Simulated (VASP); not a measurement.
Wanted: the native input for a VASP 6.6.1 run.

- Task: relaxation of cell and atoms
- Functional: LDA
- Potentials or basis: VASP PAW LDA potentials, release 64 (Nb_sv, H)
- Cutoff: 600 eV
- k mesh: 16 × 16 × 16
- Occupations: fermi-dirac, width 0.15 eV
- Spin: no spin polarisation
- Dipole correction: no
- Further INCAR settings: ALGO = Normal; EDIFF = 1e-06; IBRION = 2; EDIFFG = -0.001; NSW = 80; ISIF = 3

The structure of NbH2 lies in POSCAR:

```
NbH2
1.0
    0.0000000000      2.2476930305      2.2476930305
    2.2476930305      0.0000000000      2.2476930305
    2.2476930305      2.2476930305      0.0000000000
Nb H
1 2
Direct
    0.0000000000      0.0000000000      0.0000000000
    0.2500000000      0.2500000000      0.2500000000
    0.7500000000      0.7500000000      0.7500000000
```

One way to write it, as run:

INCAR

```
SYSTEM = NbH2
  ALGO = Normal
  EDIFF = 1E-6
  EDIFFG = -0.001
  ENCUT = 600
  GGA = CA
  IBRION = 2
  ISIF = 3
  ISMEAR = -1
  LASPH = .True.
  LCHARG = .False.
  LREAL = .False.
  LWAVE = .False.
  NELM = 100
  NSW = 80
  PREC = Accurate
  SIGMA = 0.15
```

KPOINTS

```
k-points
0
Gamma
  16 16 16
  0 0 0
```

Potentials or basis: VASP PAW LDA potentials, release 64 (Nb_sv, H).

Launch:

```console
$ cat potpaw_LDA.64/Nb_sv/POTCAR potpaw_LDA.64/H/POTCAR > POTCAR
$ mpirun -np 1 vasp_std > vasp.out
```

Results of the run:

```yaml
Relaxed_volume: 7.58 Å³/atom
Relaxed_cell: a = 3.180 Å, b = 3.180 Å, c = 3.180 Å, α = 60.00°, β = 60.00°, γ = 60.00°
Space_group_after_relaxing_to_0.1_Å: Fm-3m (No. 225)
Energy_gained_by_relaxing: 0.0 meV/atom
Ionic_steps: 4
Pressure_after_relaxing: 0.0 GPa
Band_gap_on_the_k_mesh: zero (an odd number of electrons rules out a gap without spin polarisation)
```

Run time: 56 s on 1 thread of Intel(R) Xeon(R) Platinum 8559C (Emerald Rapids) (shared host), peak memory 0.19 GiB.
